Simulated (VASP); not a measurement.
# Si (I4/mmm) in VASP: notebook, part 2 of 2

VASP 6.6.1.

### 4 Single point, PBEsol (20.61 Å³/atom)

This run uses another cell than the first one, of 20.61 Å³/atom.

Input file INCAR:

```
  PREC = Accurate
  ENCUT = 520
  EDIFF = 1E-7
  ISMEAR = 0
  SIGMA = 0.03
  LREAL = False
  LASPH = True
  NELM = 60
  ALGO = Normal
  ISIF = 2
  LWAVE = False
  LCHARG = False
  GGA = PS
  NBANDS = 16
```

Input file KPOINTS:

```
Automatic mesh
0
Gamma
  12 12 12
```

Input file POSCAR:

```
Si
1.0
   -3.4275068763      3.4275068763      1.7545407700
    3.4275068763     -3.4275068763      1.7545407700
    3.4275068763      3.4275068763     -1.7545407700
Si
4
Direct
    0.1787304307      0.1787304307      0.3574608614
    0.8212695693      0.8212695693      0.6425391386
    0.1787304307      0.8212695693      0.0000000000
    0.8212695693      0.1787304307      0.0000000000
```

Potentials or basis: VASP PAW PBE potentials, release 64 (Si).

The run is started by

```console
cat potpaw_PBE.64/Si/POTCAR > POTCAR
mpirun -np 1 vasp_std > vasp.out
```

OUTCAR:

```text
PREC = Accurate
   ENCUT = 520
   EDIFF = 1E-7
   ISMEAR = 0
   LREAL = False
   LASPH = True
   NELM = 60
   ISIF = 2
   GGA = PS

 ion  position               nearest neighbor table
   1  0.179  0.179  0.357-   2 2.23   2 2.23   3 2.45   4 2.45
   2  0.821  0.821  0.643-   1 2.23   1 2.23   4 2.45   3 2.45
   3  0.179  0.821  0.000-   4 2.23   4 2.23   2 2.45   1 2.45
   4  0.821  0.179  0.000-   3 2.23   3 2.23   2 2.45   1 2.45

  LATTYP: Found a body centered tetragonal cell.
[... 655 lines left out ...]
  FORCE on cell =-STRESS in cart. coord.  units (eV):
  Direction    XX          YY          ZZ          XY          YZ          ZX
  --------------------------------------------------------------------------------------
  -------------------------------------------------------------------------------------
  Total       -1.7793636     -1.7793636     10.1772923      0.0000000      0.0000000     -0.0000000
  in kB      -34.5776241    -34.5776241    197.7710437      0.0000000      0.0000000     -0.0000000
  external PRESSURE =      42.8719319 kB  Pullay stress =       0.0000000 kB

 VOLUME and BASIS-vectors are now :
 -----------------------------------------------------------------------------
  energy-cutoff  :      520.00
  volume of cell :       82.45
      direct lattice vectors                 reciprocal lattice vectors
    -3.427506876  3.427506876  1.754540770     0.000000000  0.145878628  0.284974854
     3.427506876 -3.427506876  1.754540770     0.145878628  0.000000000  0.284974854
     3.427506876  3.427506876 -1.754540770     0.145878628  0.145878628  0.000000000

 POSITION                                       TOTAL-FORCE (eV/Angst)
 -----------------------------------------------------------------------------------
      1.22520      1.22520      0.00000        -1.026014     -1.026014     -0.000000
      2.20231      2.20231      1.75454         1.026014      1.026014      0.000000
      2.20231     -2.20231      1.75454         1.026014     -1.026014      0.000000
     -2.20231      2.20231      1.75454        -1.026014      1.026014      0.000000
 -----------------------------------------------------------------------------------
    total drift:                               -0.000000     -0.000000      0.000000

  FREE ENERGIE OF THE ION-ELECTRON SYSTEM (eV)
  ---------------------------------------------------
  free  energy   TOTEN  =       -22.0418052118 eV

  energy  without entropy=      -22.0417062120  energy(sigma->0) =      -22.04175571
```

It took 4.3 min on 1 thread of Intel Xeon 8259CL, shared host; peak memory 0.33 GiB.

What came out:

| Property | Result |
| --- | --- |
| Free energy | -22.0418 eV |
| Pressure | 4.3 GPa |
| Largest force | 1.451 eV/Å |
| Band gap on the k mesh | zero (bands 8 and 9 overlap by 0.43 eV) |

Forces in eV/Å, atoms in the order of the input:
```
Si  -1.026 -1.026  0.000
Si   1.026  1.026  0.000
Si   1.026 -1.026  0.000
Si  -1.026  1.026  0.000
```

Stress tensor (GPa, compression positive):
```
-3.46  0.00  0.00
 0.00 -3.46  0.00
 0.00  0.00 19.78
```

Levels at points of the mesh, in eV from the Fermi level:
```tsv
k point	band 6	band 7	band 8	band 9	band 10	band 11
(0.00, 0.00, 0.00)	-0.84	-0.84	-0.55	0.74	0.74	2.47
(0.50, 0.00, 0.00)	-3.67	-2.32	-1.87	0.51	1.77	2.54
(0.50, 0.50, 0.00)	-2.60	-1.20	-0.92	1.57	2.54	2.77
(0.50, 0.50, 0.50)	-0.36	-0.36	0.17	1.52	2.25	2.25
```

Caveat: the stress differs along the axes, from -3 to 20 GPa; semilocal functionals underestimate gaps, and a narrow one can read as zero; the PAW data sets were made with another functional, which shifts forces and pressure a little.

### 5 Single point, PBEsol (20.61 Å³/atom)

This run uses another cell than the first one, of 20.61 Å³/atom.

Input file INCAR:

```
SYSTEM = Si
PREC = Accurate ; ENCUT = 520
EDIFF = 1E-6 ; ISMEAR = 0
SIGMA = 0.03 ; LREAL = .False.
LASPH = .True. ; NELM = 100
ALGO = Normal ; ISIF = 2
LWAVE = .False. ; LCHARG = .False.
GGA = PS ; NBANDS = 16
```

Input file KPOINTS:

```
Automatic mesh
0
Gamma
  12 12 12
  0 0 0
```

Input file POSCAR:

```
Si
1.0
   -3.2486310228      3.2486310228      1.9530769709
    3.2486310228     -3.2486310228      1.9530769709
    3.2486310228      3.2486310228     -1.9530769709
Si
4
Direct
    0.1787304307      0.1787304307      0.3574608614
    0.8212695693      0.8212695693      0.6425391386
    0.1787304307      0.8212695693      0.0000000000
    0.8212695693      0.1787304307      0.0000000000
```

Potentials or basis: VASP PAW PBE potentials, release 64 (Si).

The run is started by

```console
cat potpaw_PBE.64/Si/POTCAR > POTCAR
mpirun -np 1 vasp_std > vasp.out
```

OUTCAR:

```text
SYSTEM = Si
   PREC = Accurate
   ENCUT = 520
   EDIFF = 1E-6
   ISMEAR = 0
   LREAL = .False.
   LASPH = .True.
   NELM = 100
   ISIF = 2
   GGA = PS

 ion  position               nearest neighbor table
   1  0.179  0.179  0.357-   3 2.32   4 2.32   2 2.35   2 2.35
   2  0.821  0.821  0.643-   3 2.32   4 2.32   1 2.35   1 2.35
   3  0.179  0.821  0.000-   1 2.32   2 2.32   4 2.35   4 2.35
   4  0.821  0.179  0.000-   1 2.32   2 2.32   3 2.35   3 2.35

  LATTYP: Found a body centered tetragonal cell.
 ALAT       =     6.4972620456
 C/A-ratio  =     0.6012000000

[... 654 lines left out ...]
  --------------------------------------------------------------------------------------
  -------------------------------------------------------------------------------------
  Total        2.5967754      2.5967754     -1.1820990      0.0000000      0.0000000      0.0000000
  in kB       50.4620455     50.4620455    -22.9712337      0.0000000      0.0000000      0.0000000
  external PRESSURE =      25.9842858 kB  Pullay stress =       0.0000000 kB

 VOLUME and BASIS-vectors are now :
 -----------------------------------------------------------------------------
  energy-cutoff  :      520.00
  volume of cell :       82.45
      direct lattice vectors                 reciprocal lattice vectors
    -3.248631023  3.248631023  1.953076971     0.000000000  0.153910985  0.256006295
     3.248631023 -3.248631023  1.953076971     0.153910985  0.000000000  0.256006295
     3.248631023  3.248631023 -1.953076971     0.153910985  0.153910985  0.000000000

 POSITION                                       TOTAL-FORCE (eV/Angst)
 -----------------------------------------------------------------------------------
      1.16126      1.16126      0.00000         0.408629      0.408629      0.000000
      2.08737      2.08737      1.95308        -0.408629     -0.408629     -0.000000
      2.08737     -2.08737      1.95308        -0.408629      0.408629     -0.000000
     -2.08737      2.08737      1.95308         0.408629     -0.408629     -0.000000
 -----------------------------------------------------------------------------------
    total drift:                               -0.000000     -0.000000      0.000000

  FREE ENERGIE OF THE ION-ELECTRON SYSTEM (eV)
  ---------------------------------------------------
  free  energy   TOTEN  =       -22.4769337839 eV

  energy  without entropy=      -22.4768919180  energy(sigma->0) =      -22.47691285
```

stdout:

```text
POSCAR found type information on POSCAR Si
 POSCAR found :  1 types and       4 ions
 scaLAPACK will be used
 -----------------------------------------------------------------------------
|                                                                             |
|                                                                             |
|     You enforced a specific xc type in the INCAR file but a different       |
|     I HOPE YOU KNOW WHAT YOU ARE DOING!                                     |
|                                                                             |
 -----------------------------------------------------------------------------

 LDA part: xc-table for (Slater+PW92), standard interpolation
 POSCAR, INCAR and KPOINTS ok, starting setup
 FFT: planning ... GRIDC
 FFT: planning ... GRID_SOFT
 FFT: planning ... GRID
 WAVECAR not read
 entering main loop
```

Run time: 4.2 min. Hardware: 1 thread of Intel Xeon 8259CL, shared host; peak memory 0.33 GiB.

What came out:

| Quantity | Value |
| --- | --- |
| Free energy | -22.4769 eV |
| Pressure | 2.6 GPa |
| Largest force | 0.578 eV/Å |
| Band gap on the k mesh | zero (bands 8 and 9 overlap by 0.05 eV) |

Forces in eV/Å, atoms in the order of the input:
```
Si   0.409  0.409  0.000
Si  -0.409 -0.409  0.000
Si  -0.409  0.409  0.000
Si   0.409 -0.409  0.000
```

Caveat: the stress differs along the axes, from -2 to 5 GPa; semilocal functionals underestimate gaps, and a narrow one can read as zero; the PAW data sets were made with another functional, which shifts forces and pressure a little.

### 6 Single point, PBEsol (20.61 Å³/atom)

This run uses another cell than the first one, of 20.61 Å³/atom.

Input file INCAR:

```
SYSTEM = Si
ALGO     = Normal         ! electronic algorithm
EDIFF    = 1E-7           ! SCF threshold, eV
ENCUT    = 520            ! plane-wave cutoff, eV
GGA      = PS             ! functional
ISIF     = 2              ! what is computed and relaxed
ISMEAR   = 0              ! smearing method
LASPH    = .TRUE.         ! aspherical terms in the spheres
LCHARG   = .FALSE.        ! write CHGCAR
LREAL    = .FALSE.        ! projectors in reciprocal space
LWAVE    = .FALSE.        ! write WAVECAR
NBANDS   = 16             ! bands
NELM     = 80             ! most SCF steps
PREC     = Accurate       ! precision mode
SIGMA    = 0.03           ! smearing width, eV
```

Input file KPOINTS:

```
k-points
0
G
  12 12 12
  0 0 0
```

Input file POSCAR:

```
Si
1.0
   -3.3818795677      3.3818795677      1.8022036216
    3.3818795677     -3.3818795677      1.8022036216
    3.3818795677      3.3818795677     -1.8022036216
Si
4
Direct
    0.1787304307      0.1787304307      0.3574608614
    0.8212695693      0.8212695693      0.6425391386
    0.1787304307      0.8212695693      0.0000000000
    0.8212695693      0.1787304307      0.0000000000
```

Potentials or basis: VASP PAW PBE potentials, release 64 (Si).

The run is started by

```console
cat potpaw_PBE.64/Si/POTCAR > POTCAR
mpirun -np 1 vasp_std > vasp.out
```

It took 4 min on 1 thread of Intel Xeon 8259CL, shared host; peak memory 0.33 GiB.

The run converged. Its results:

```
Free energy            : -22.3104 eV
Pressure               : 3.5 GPa
Largest force          : 0.951 eV/Å
Band gap on the k mesh : zero (bands 8 and 9 overlap by 0.13 eV)
```

Forces on the atoms (eV/Å):
```
Si  -0.672 -0.672  0.000
Si   0.672  0.672  0.000
Si   0.672 -0.672  0.000
Si  -0.672  0.672  0.000
```

Stress tensor (GPa, compression positive):
```
-1.75  0.00  0.00
 0.00 -1.75  0.00
 0.00  0.00 13.90
```

Levels at points of the mesh, in eV from the Fermi level:
| k point | band 5 | band 6 | band 7 | band 8 | band 9 | band 10 | band 11 | band 12 |
| --- | --- | --- | --- | --- | --- | --- | --- | --- |
| (0.00, 0.00, 0.00) | -3.93 | -1.06 | -1.06 | -0.50 | 1.11 | 1.11 | 2.11 | 2.81 |
| (0.50, 0.00, 0.00) | -4.54 | -3.62 | -2.34 | -1.71 | 0.61 | 1.99 | 2.70 | 3.27 |
| (0.50, 0.50, 0.00) | -3.11 | -2.36 | -1.48 | -1.16 | 1.74 | 2.27 | 2.49 | 3.56 |
| (0.50, 0.50, 0.50) | -2.33 | -0.18 | -0.18 | 0.04 | 1.13 | 2.70 | 2.83 | 4.41 |

Caveat: the stress differs along the axes, from -2 to 14 GPa; semilocal functionals underestimate gaps, and a narrow one can read as zero; the PAW data sets were made with another functional, which shifts forces and pressure a little.

### 7 The runs side by side

```tsv
cell	gap on the mesh (eV)	pressure (GPa)	largest force (eV/Å)
a = 4.911 Å, angles 99.4, 99.4, 132.3°, 4 atoms	none	5.7	1.32
a = 4.925 Å, angles 100.1, 100.1, 130.5°, 4 atoms	none	3.4	1.77
a = 5.155 Å, angles 96.7, 96.7, 140.2°, 4 atoms	none	4.3	1.45
a = 4.992 Å, angles 98.8, 98.8, 133.9°, 4 atoms	none	2.6	0.58
a = 5.111 Å, angles 97.1, 97.1, 138.7°, 4 atoms	none	3.5	0.95
```

Alike in all rows: task single point; level PBEsol; potentials or basis VASP PAW PBE potentials, release 64 (Si); no spin polarisation; k mesh 12 × 12 × 12; cutoff (eV) 520; smearing gaussian 0.03 eV.

Caveats: semilocal functionals underestimate gaps, and a narrow one can read as zero; the PAW data sets were made with another functional, which shifts forces and pressure a little; the stress differs along the axes, from -4 to 11 GPa (at least some runs); the stress differs along the axes, from -10 to 10 GPa (at least some runs); the stress differs along the axes, from -3 to 20 GPa (at least some runs); the stress differs along the axes, from -2 to 5 GPa (at least some runs); the stress differs along the axes, from -2 to 14 GPa (at least some runs).

Total energies depend on the potentials used, so only differences within one code and one set of settings carry meaning.
